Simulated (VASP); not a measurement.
# Pd (P6_3/mmc) in VASP: notebook, part 2 of 2

VASP 6.6.1. The steps go on from the part before.

## Step 3: Single point, LDA

This run uses another cell than the first one, of 14.91 Å³/atom, 1.021 times its volume.

Input file INCAR:

```
PREC     = Accurate       # precision mode
ENCUT    = 520            # plane-wave cutoff, eV
EDIFF    = 1E-6           # SCF threshold, eV
ISMEAR   = -1             # smearing method
SIGMA    = 0.05           # smearing width, eV
LREAL    = False          # projectors in reciprocal space
LASPH    = True           # aspherical terms in the spheres
NELM     = 80             # most SCF steps
ALGO     = Fast           # electronic algorithm
ISIF     = 2              # what is computed and relaxed
LWAVE    = False          # write WAVECAR
LCHARG   = False          # write CHGCAR
GGA      = CA             # functional
NBANDS   = 17             # bands
```

Input file KPOINTS:

```
Automatic mesh
0
Gamma
  11 11 6
```

Input file POSCAR:

```
Pd
1.0
    2.7460433387      0.0000000000      0.0000000000
   -1.3730216694      2.3781432912      0.0000000000
    0.0000000000      0.0000000000      4.5663327230
Pd
2
Direct
    0.3333333333      0.6666666667      0.2500000000
    0.6666666667      0.3333333333      0.7500000000
```

Potentials or basis: VASP PAW LDA potentials, release 64 (Pd).

Started as:

```
cat potpaw_LDA.64/Pd/POTCAR > POTCAR
mpirun -np 1 vasp_std > vasp.out
```

OUTCAR:

```text
PREC = Accurate
   ENCUT = 520
   EDIFF = 1E-6
   ISMEAR = -1
   LREAL = False
   LASPH = True
   NELM = 80
   ISIF = 2
   GGA = CA

 ion  position               nearest neighbor table
   1  0.333  0.667  0.250-   2 2.78   2 2.78   2 2.78   2 2.78   2 2.78   2 2.78
   2  0.667  0.333  0.750-   1 2.78   1 2.78   1 2.78   1 2.78   1 2.78   1 2.78

  LATTYP: Found a hexagonal cell.
 ALAT       =     2.7460433387
 C/A-ratio  =     1.6628771508

  Lattice vectors:

 A1 = (   2.7460433387,   0.0000000000,   0.0000000000)
[... 651 lines left out ...]
      4       6.0370      2.00000
      5       6.5227      2.00000
      6       6.9944      2.00000
[... 9 lines left out ...]
     16      27.0141      0.00000
     17      28.2842      0.00000

 [... further k-points ...]
[... 5 lines left out ...]
  --------------------------------------------------------------------------------------
  -------------------------------------------------------------------------------------
  Total       -1.7373354     -1.7373354     -1.6361825      0.0000000     -0.0000000     -0.0000000
  in kB      -93.3429033    -93.3429033    -87.9081970      0.0000000     -0.0000000     -0.0000000
  external PRESSURE =     -91.5313345 kB  Pullay stress =       0.0000000 kB

 VOLUME and BASIS-vectors are now :
 -----------------------------------------------------------------------------
  energy-cutoff  :      520.00
  volume of cell :       29.82
      direct lattice vectors                 reciprocal lattice vectors
     2.746043339  0.000000000  0.000000000     0.364160312  0.210248054  0.000000000
    -1.373021669  2.378143291  0.000000000     0.000000000  0.420496109  0.000000000
     0.000000000  0.000000000  4.566332723     0.000000000  0.000000000  0.218994116

 POSITION                                       TOTAL-FORCE (eV/Angst)
 -----------------------------------------------------------------------------------
     -0.00000      1.58543      1.14158        -0.000000      0.000000      0.000000
      1.37302      0.79271      3.42475         0.000000      0.000000      0.000000
 -----------------------------------------------------------------------------------
    total drift:                               -0.000000      0.000000     -0.000000

  FREE ENERGIE OF THE ION-ELECTRON SYSTEM (eV)
  ---------------------------------------------------
  free  energy   TOTEN  =       -12.8798071207 eV

  energy  without entropy=      -12.8339836939  energy(sigma->0) =      -12.85689541
```

stdout:

```text
POSCAR found type information on POSCAR Pd
 POSCAR found :  1 types and       2 ions
 scaLAPACK will be used
 LDA part: xc-table for (Slater(with rela. corr.)+CA(PZ))
 , standard interpolation
 POSCAR, INCAR and KPOINTS ok, starting setup
 FFT: planning ... GRIDC
 FFT: planning ... GRID_SOFT
 FFT: planning ... GRID
 WAVECAR not read
 entering main loop
```

Run time: 11 s. Hardware: 1 thread of Intel Xeon 6975P-C (Granite Rapids), shared host; peak memory 0.14 GiB.

Results:

| Property | Result |
| --- | --- |
| Free energy | -12.8798 eV |
| Pressure | -9.2 GPa |
| Band gap on the k mesh | zero (band 10 reaches 9.56 eV, above the bottom of band 11 at 8.71 eV) |

Stress tensor (GPa, compression positive):
```
-9.33  0.00  0.00
 0.00 -9.33  0.00
 0.00  0.00 -8.79
```

## Step 4: Single point, LDA

This run uses another cell than the first one, of 15.22 Å³/atom, 1.043 times its volume.

Input file INCAR:

```
PREC = Accurate
ENCUT = 520
EDIFF = 1E-6
ISMEAR = -1
SIGMA = 0.05
LREAL = F
LASPH = T
NELM = 60
ALGO = Fast
ISIF = 2
LWAVE = F
LCHARG = T
GGA = CA
LELF = T
LVHAR = T
NBANDS = 17
```

KPOINTS is that of step 3.

Input file POSCAR:

```
Pd
1.0
    2.7649821671      0.0000000000      0.0000000000
   -1.3824910836      2.3945447978      0.0000000000
    0.0000000000      0.0000000000      4.5978256680
Pd
2
Direct
    0.3333333333      0.6666666667      0.2500000000
    0.6666666667      0.3333333333      0.7500000000
```

Started as:

```
cat potpaw_LDA.64/Pd/POTCAR > POTCAR
mpirun -np 1 vasp_std > vasp.out
```

Run time: 12 s. Hardware: 1 thread of Intel Xeon 6975P-C (Granite Rapids), shared host; peak memory 0.15 GiB.

The run converged. Its results:

```
Free energy            : -12.8379 eV
Pressure               : -12.5 GPa
Band gap on the k mesh : zero (band 10 reaches 9.21 eV, above the bottom of band 11 at 8.39 eV)
```

Stress tensor (GPa, compression positive):
```
-12.68   0.00   0.00
  0.00 -12.68   0.00
  0.00   0.00 -12.11
```

Levels at points of the mesh, in eV from the Fermi level:
| k point | band 6 | band 7 | band 8 | band 9 | band 10 | band 11 | band 12 | band 13 | band 14 | band 15 |
| --- | --- | --- | --- | --- | --- | --- | --- | --- | --- | --- |
| (0.00, 0.00, 0.00) | -2.30 | -2.30 | -1.62 | -1.62 | -0.23 | -0.23 | 0.86 | 6.72 | 17.06 | 18.64 |
| (0.00, 0.00, 0.50) | -2.69 | -2.69 | -2.69 | -0.68 | -0.68 | -0.68 | -0.68 | 13.81 | 13.81 | 17.53 |

## Step 5: Single point, LDA

This run uses another cell than the first one, of 15.53 Å³/atom, 1.064 times its volume.

Input file INCAR:

```
ALGO = Fast
EDIFF = 1E-6
ENCUT = 520
GGA = CA
ISIF = 2
ISMEAR = -1
LASPH = True
LCHARG = False
LREAL = False
LWAVE = False
NBANDS = 17
NELM = 100
PREC = Accurate
SIGMA = 0.05
```

Input file KPOINTS:

```
k-points
0
Gamma
  11 11 6
```

Input file POSCAR:

```
Pd
1.0
    2.7836650458      0.0000000000      0.0000000000
   -1.3918325229      2.4107246453      0.0000000000
    0.0000000000      0.0000000000      4.6288930000
Pd
2
Direct
    0.3333333333      0.6666666667      0.2500000000
    0.6666666667      0.3333333333      0.7500000000
```

Started as:

```
cat potpaw_LDA.64/Pd/POTCAR > POTCAR
mpirun -np 1 vasp_std > vasp.out
```

Wall time 11 s (1 thread of Intel Xeon 6975P-C (Granite Rapids), shared host); peak memory 0.15 GiB.

Results (log left out):

| Quantity | Value |
| --- | --- |
| Free energy | -12.7839 eV |
| Pressure | -15.4 GPa |
| Band gap on the k mesh | zero (band 10 reaches 8.87 eV, above the bottom of band 11 at 8.08 eV) |

Stress tensor (GPa, compression positive):
```
-15.57   0.00   0.00
  0.00 -15.57   0.00
  0.00   0.00 -14.97
```

Levels at points of the mesh, in eV from the Fermi level:
```tsv
k point	band 7	band 8	band 9	band 10	band 11	band 12	band 13	band 14
(0.00, 0.00, 0.00)	-2.23	-1.57	-1.57	-0.22	-0.22	0.90	6.57	17.04
(0.00, 0.00, 0.50)	-2.60	-2.60	-0.66	-0.66	-0.66	-0.66	13.65	13.65
```

## Step 6: The runs side by side

| cell | gap on the mesh (eV) | pressure (GPa) |
| --- | --- | --- |
| a = 2.727, b = 2.727, c = 4.534 Å, angles 90.0, 90.0, 120.0°, 2 atoms | none | -5.3 |
| a = 2.746, b = 2.746, c = 4.566 Å, angles 90.0, 90.0, 120.0°, 2 atoms | none | -9.2 |
| a = 2.765, b = 2.765, c = 4.598 Å, angles 90.0, 90.0, 120.0°, 2 atoms | none | -12.5 |
| a = 2.784, b = 2.784, c = 4.629 Å, angles 90.0, 90.0, 120.0°, 2 atoms | none | -15.4 |

Alike in all rows: task single point; level LDA; potentials or basis VASP PAW LDA potentials, release 64 (Pd); no spin polarisation; k mesh 11 × 11 × 6; cutoff (eV) 520; smearing fermi-dirac 0.05 eV.

Absolute energies hang on the potentials; compare differences alone.
